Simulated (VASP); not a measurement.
# Sn3Se (Pm-3m) in VASP: further runs, part 2 of 2

VASP 6.6.1.

## (5) Relaxation of cell and atoms, PBEsol

INCAR reads:

```
PREC = Accurate
ENCUT = 600
EDIFF = 1E-6
ISMEAR = -1
SIGMA = 0.05
LREAL = False
LASPH = True
NELM = 60
ALGO = Normal
ISIF = 3
LWAVE = False
LCHARG = False
GGA = PS
IBRION = 2
NSW = 60
EDIFFG = -0.01
```

KPOINTS reads:

```
Automatic mesh
0
Gamma
  6 6 6
```

POSCAR reads:

```
Sn3Se
1.0
    4.7418790000      0.0000000000      0.0000000000
    0.0000000000      4.7418790000      0.0000000000
    0.0000000000      0.0000000000      4.7418790000
Sn Se
3 1
Direct
    0.5000000000      0.5000000000      0.0000000000
    0.5000000000      0.0000000000      0.5000000000
    0.0000000000      0.5000000000      0.5000000000
    0.0000000000      0.0000000000      0.0000000000
```

Launch:

```
> cat potpaw_PBE.64/Sn_d/POTCAR potpaw_PBE.64/Se/POTCAR > POTCAR
> mpirun -np 1 vasp_std > vasp.out
```

Run time: 2.2 min. Hardware: 1 thread of Intel Xeon 6975P-C, shared host; peak memory 0.29 GiB.

It converged, with:

```yaml
Free_energy: -16.5812 eV
Relaxed_volume: 25.26 Å³/atom
Relaxed_cell: a = 4.658 Å, b = 4.658 Å, c = 4.658 Å, α = 90.00°, β = 90.00°, γ = 90.00°
Space_group_after_relaxing_to_0.05_Å: Pm-3m (No. 221)
Energy_gained_by_relaxing: 11.9 meV/atom
Ionic_steps: 3
Pressure_after_relaxing: 0.0 GPa
Band_gap_on_the_k_mesh: zero (band 24 reaches 9.86 eV, above the bottom of band 25 at 7.38 eV)
```

The path:
```
step  energy change (eV)  largest force (eV/Å)  pressure (GPa)  volume (Å³)
   1              0.0000                0.0000           -2.63       106.62
   2             -0.0458                0.0000            0.57       100.02
   3             -0.0477                0.0000            0.02       101.05
```

Final structure:
```xyz
4
Lattice="4.6578 0.0000 0.0000 0.0000 4.6578 0.0000 0.0000 0.0000 4.6578" Properties=species:S:1:pos:R:3 pbc="T T T"
Sn    2.3289    2.3289    0.0000
Sn    2.3289    0.0000    2.3289
Sn    0.0000    2.3289    2.3289
Se    0.0000    0.0000    0.0000
```

Levels at points of the mesh, in eV from the Fermi level:
| k point | band 22 | band 23 | band 24 | band 25 | band 26 | band 27 |
| --- | --- | --- | --- | --- | --- | --- |
| (0.00, 0.00, 0.00) | -4.56 | -0.02 | -0.02 | -0.02 | 2.38 | 2.38 |
| (0.50, 0.00, 0.00) | -1.95 | -1.90 | -1.90 | -0.26 | 2.09 | 2.33 |
| (0.50, 0.50, 0.00) | -2.00 | -2.00 | -0.56 | 0.03 | 0.03 | 0.09 |
| (0.50, 0.50, 0.50) | -5.55 | -4.96 | 2.16 | 2.16 | 2.16 | 6.23 |

Caveat: the PAW data sets were made with another functional, which shifts forces and pressure a little; spin-orbit coupling is left out, which moves the levels of the heavy elements.

## (6) Relaxation of cell and atoms, PBEsol+D3(BJ)

INCAR reads:

```
PREC     = Accurate       # precision mode
ENCUT    = 600            # plane-wave cutoff, eV
EDIFF    = 1E-7           # SCF threshold, eV
ISMEAR   = -1             # smearing method
SIGMA    = 0.05           # smearing width, eV
LREAL    = False          # projectors in reciprocal space
LASPH    = True           # aspherical terms in the spheres
NELM     = 80             # most SCF steps
ALGO     = Normal         # electronic algorithm
ISIF     = 3              # what is computed and relaxed
LWAVE    = False          # write WAVECAR
LCHARG   = False          # write CHGCAR
GGA      = PS             # functional
IVDW     = 12             # dispersion correction
IBRION   = 2              # ionic algorithm
NSW      = 60             # ionic steps
EDIFFG   = -0.01          # ionic threshold
```

KPOINTS reads:

```
regular mesh
0
Gamma
  6 6 6
```

POSCAR is that of step 5.

Potentials or basis: VASP PAW PBE potentials, release 64 (Sn_d, Se).

Launch:

```
> cat potpaw_PBE.64/Sn_d/POTCAR potpaw_PBE.64/Se/POTCAR > POTCAR
> mpirun -np 1 vasp_std > vasp.out
```

Run time: 2.5 min. Hardware: 1 thread of Intel Xeon 6975P-C, shared host; peak memory 0.29 GiB.

It converged, with:

```
Free energy                            : -18.1711 eV
Relaxed volume                         : 24.08 Å³/atom
Relaxed cell                           : a = 4.584 Å, b = 4.584 Å, c = 4.584 Å, α = 90.00°, β = 90.00°, γ = 90.00°
Space group after relaxing (to 0.05 Å) : Pm-3m (No. 221)
Energy gained by relaxing              : 42.9 meV/atom
Ionic steps                            : 3
Pressure after relaxing                : 0.0 GPa
Band gap on the k mesh                 : zero (band 24 reaches 10.60 eV, above the bottom of band 25 at 7.92 eV)
Dispersion energy per atom             : -0.408 eV
```

Step by step:
```
step  energy change (eV)  largest force (eV/Å)  pressure (GPa)  volume (Å³)
   1              0.0000                0.0000           -4.94       106.62
   2             -0.1642                0.0000            1.25        94.43
   3             -0.1714                0.0000            0.00        96.34
```

Final structure:
```cif
data_structure
_symmetry_space_group_name_H-M 'P 1'
_symmetry_Int_Tables_number 1
_cell_length_a 4.5842
_cell_length_b 4.5842
_cell_length_c 4.5842
_cell_angle_alpha 90.000
_cell_angle_beta 90.000
_cell_angle_gamma 90.000
_cell_volume 96.34
loop_
_atom_site_label
_atom_site_type_symbol
_atom_site_fract_x
_atom_site_fract_y
_atom_site_fract_z
_atom_site_occupancy
Sn1 Sn 0.50000 0.50000 0.00000 1
Sn2 Sn 0.50000 0.00000 0.50000 1
Sn3 Sn 0.00000 0.50000 0.50000 1
Se1 Se 0.00000 0.00000 0.00000 1
```

Levels at points of the mesh, in eV from the Fermi level:
```csv
k point,band 22,band 23,band 24,band 25,band 26,band 27
"(0.00, 0.00, 0.00)",-4.74,-0.02,-0.02,-0.02,2.47,2.47
"(0.50, 0.00, 0.00)",-2.04,-2.03,-2.03,-0.36,2.29,2.45
"(0.50, 0.50, 0.00)",-1.98,-1.98,-0.50,-0.02,-0.02,0.07
"(0.50, 0.50, 0.50)",-5.85,-5.23,2.32,2.32,2.32,6.54
```

Caveat: the PAW data sets were made with another functional, which shifts forces and pressure a little; spin-orbit coupling is left out, which moves the levels of the heavy elements; pairwise dispersion overbinds metals, which lowers pressure and volume.

## (7) Summary

```tsv
level	cell	gap on the mesh (eV)	pressure (GPa)	relaxed volume (Å³/atom)
PBEsol	relaxed	none	0.0	25.26
PBEsol	relaxed to 5 GPa	none	4.9	-
PBEsol	relaxed to 10 GPa	none	10.0	-
PBEsol+D3(BJ)	relaxed	none	0.0	24.08
```

Alike in all rows: task relaxation of cell and atoms; potentials or basis VASP PAW PBE potentials, release 64 (Sn_d, Se); no spin polarisation; k mesh 6 × 6 × 6; cutoff (eV) 600; smearing fermi-dirac 0.05 eV.

Caveats: the PAW data sets were made with another functional, which shifts forces and pressure a little; spin-orbit coupling is left out, which moves the levels of the heavy elements; the cell is relaxed towards a set pressure, so the enthalpy falls and the energy may rise (some runs); the volume moved by over 15 % at a fixed basis, so the end points are rough (some runs); pairwise dispersion overbinds metals, which lowers pressure and volume (some runs).

Absolute energies hang on the potentials; compare differences alone.
